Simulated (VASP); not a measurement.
MgO: single point with r2SCAN

MgO:

```
Mg O
1.0
     3.26308    0.00000    0.00000
    -1.63154    2.82591    0.00000
     0.00000    0.00000    4.91554
Mg O
2 2
Direct
  0.33333 0.66667 0.00216
  0.66667 0.33333 0.50216
  0.33333 0.66667 0.40244
  0.66667 0.33333 0.90244
```

| Item | Value |
| --- | --- |
| Program | VASP 6.6.1 |
| Task | single point |
| Functional | r2SCAN |
| Potentials or basis | VASP PAW PBE potentials, release 64 (Mg, O) |
| Cutoff | 520 eV |
| k mesh | 6 × 6 × 4 |
| Occupations | gaussian, width 0.01 eV |
| Spin | no spin polarisation |
| Dipole correction | no |
| Further INCAR settings | ALGO = Normal; EDIFF = 1e-06; NBANDS = 16 |

| Item | Value |
| --- | --- |
| Pressure | 4.5 GPa |
| Largest force | 0.015 eV/Å |
| Band gap on the k mesh | 4.37 eV, direct |

Forces on the atoms (eV/Å):
```
Mg   0.000  0.000 -0.015
Mg   0.000  0.000 -0.015
O    0.000  0.000  0.015
O    0.000  0.000  0.015
```

Stress tensor (GPa, compression positive):
```
4.65 0.00 0.00
0.00 4.65 0.00
0.00 0.00 4.17
```

Levels at points of the mesh, in eV from the valence-band top:
| k point | band 4 | band 5 | band 6 | band 7 | band 8 | band 9 | band 10 | band 11 | band 12 | band 13 |
| --- | --- | --- | --- | --- | --- | --- | --- | --- | --- | --- |
| (0.00, 0.00, 0.00) | -0.83 | -0.83 | -0.48 | -0.48 | 0.00 | 4.37 | 9.70 | 11.55 | 15.34 | 15.34 |
| (0.50, 0.00, 0.00) | -2.27 | -1.84 | -1.38 | -0.86 | -0.54 | 8.66 | 9.04 | 10.37 | 12.02 | 14.19 |
| (0.00, 0.00, 0.50) | -2.07 | -0.66 | -0.66 | -0.66 | -0.66 | 6.95 | 6.95 | 14.59 | 14.59 | 15.87 |
| (0.50, 0.00, 0.50) | -3.26 | -0.99 | -0.99 | -0.76 | -0.76 | 8.27 | 8.27 | 12.09 | 12.09 | 15.13 |

Wall time 21 s on 1 thread of Intel(R) Xeon(R) 6975P-C (Granite Rapids), on a shared host, peak memory 0.16 GiB.

Caveat: the PAW data sets were made with another functional, which shifts forces and pressure a little. r2SCAN opens gaps a little over a GGA but as a rule still falls short of measured ones.
